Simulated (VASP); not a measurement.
Runs of VASP 6.6.1 on Ni. The structure is that of space group Pm-3m (No. 221), or close to it. The cells are those of the table. This isn't the form of Ni at room conditions, which is fcc.

| task | cell | k mesh | cutoff (eV) | gap on the mesh (eV) | pressure (GPa) | moment (μB) |
| --- | --- | --- | --- | --- | --- | --- |
| single point | a = 2.359 Å, 1 atom | 15 × 15 × 15 | 520 | none | -4.8 | 0.60 |
| relaxation of cell and atoms | relaxed from a = 2.278 Å, 1 atom | 14 × 14 × 14 | 600 | none | 0.1 | 0.50 |
| single point | a = 2.418 Å, 1 atom | 15 × 15 × 15 | 520 | none | -11.5 | 0.73 |
| single point | a = 2.328 Å, 1 atom | 14 × 14 × 14 | 520 | none | -0.2 | 0.51 |
| single point | a = 2.231 Å, 1 atom | 15 × 15 × 15 | 520 | none | 24.3 | 0.38 |
| single point | a = 2.328 Å, 1 atom | 15 × 15 × 15 | 520 | none | -0.1 | 0.51 |
| single point | a = 2.389 Å, 1 atom | 15 × 15 × 15 | 520 | none | -8.5 | (b) |
| single point | a = 2.328 Å, 1 atom | 22 × 22 × 22 | 520 | none | 0.0 | (a) |

Alike in all rows: level PBE; potentials or basis VASP PAW PBE potentials, release 64 (Ni); spin collinear, ferromagnetic start; smearing fermi-dirac 0.05 eV.

Task: Estimate the missing entries.

Result: (a) 0.54; (b) 0.67.

Caveats: the cell stands under tension (at least some runs); the cell stands under pressure (at least some runs).

A gap of «none» marks levels without a gap at the run's occupations.
